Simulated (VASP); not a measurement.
Wanted: the native input for a VASP 6.6.1 run.

```yaml
Task: single point
Functional: HSE06
Potentials_or_basis: VASP PAW PBE potentials, release 64 (B, P)
Cutoff: 520 eV
k_mesh: 6 × 6 × 6
Occupations: gaussian, width 0.01 eV
Spin: no spin polarisation
Dipole_correction: no
Grid_for_exact_exchange_PRECFOCK: Normal
Further_INCAR_settings: ALGO = Normal; EDIFF = 1e-07; NBANDS = 11
Share_of_exact_exchange: 0.25
Screening_parameter: 0.2079 1/Å
```

Crystal: BP.

```
CELL_PARAMETERS angstrom
0.00000 2.26832 2.26832
2.26832 0.00000 2.26832
2.26832 2.26832 0.00000
ATOMIC_POSITIONS crystal
B 0.00000 0.00000 0.00000
P 0.25000 0.25000 0.25000
```

These files were run (other wordings do the same):

POSCAR

```
BP
1.0
    0.0000000000      2.2683156866      2.2683156866
    2.2683156866      0.0000000000      2.2683156866
    2.2683156866      2.2683156866      0.0000000000
B P
1 1
Direct
    0.0000000000      0.0000000000      0.0000000000
    0.2500000000      0.2500000000      0.2500000000
```

INCAR.step1

```
SYSTEM = BP
  PREC = Accurate
  ENCUT = 520
  EDIFF = 1E-5
  ISMEAR = 0
  SIGMA = 0.01
  LREAL = .FALSE.
  LASPH = .TRUE.
  NELM = 100
  ALGO = Normal
  ISIF = 2
  LWAVE = .TRUE.
  LCHARG = .FALSE.
  NBANDS = 11
  GGA = PE
```

INCAR.step2

```
SYSTEM = BP
  PREC = Accurate
  ENCUT = 520
  EDIFF = 1E-7
  ISMEAR = 0
  SIGMA = 0.01
  LREAL = .FALSE.
  LASPH = .TRUE.
  NELM = 100
  ALGO = Normal
  ISIF = 2
  LWAVE = .FALSE.
  LCHARG = .FALSE.
  GGA = PE
  LHFCALC = .TRUE.
  HFSCREEN = 0.2079
  PRECFOCK = Normal
  NBANDS = 11
  ISTART = 1
```

KPOINTS

```
Automatic mesh
0
G
  6 6 6
  0 0 0
```

Potentials or basis: VASP PAW PBE potentials, release 64 (B, P).

Command:

```sh
$ cat potpaw_PBE.64/B/POTCAR potpaw_PBE.64/P/POTCAR > POTCAR
$ cp INCAR.step1 INCAR
$ mpirun -np 1 vasp_std > vasp.out
$ cp INCAR.step2 INCAR
$ mpirun -np 1 vasp_std > vasp.out
```

It gave:

```
Pressure               : -1.9 GPa
Band gap on the k mesh : 2.06 eV (least direct gap 4.34 eV)
```

Caveat: the PAW data sets were made with another functional, which shifts forces and pressure a little.

Wall time 2.8 min on 1 thread of Intel(R) Xeon(R) 6975P-C (Granite Rapids), on a shared host, peak memory 0.24 GiB.
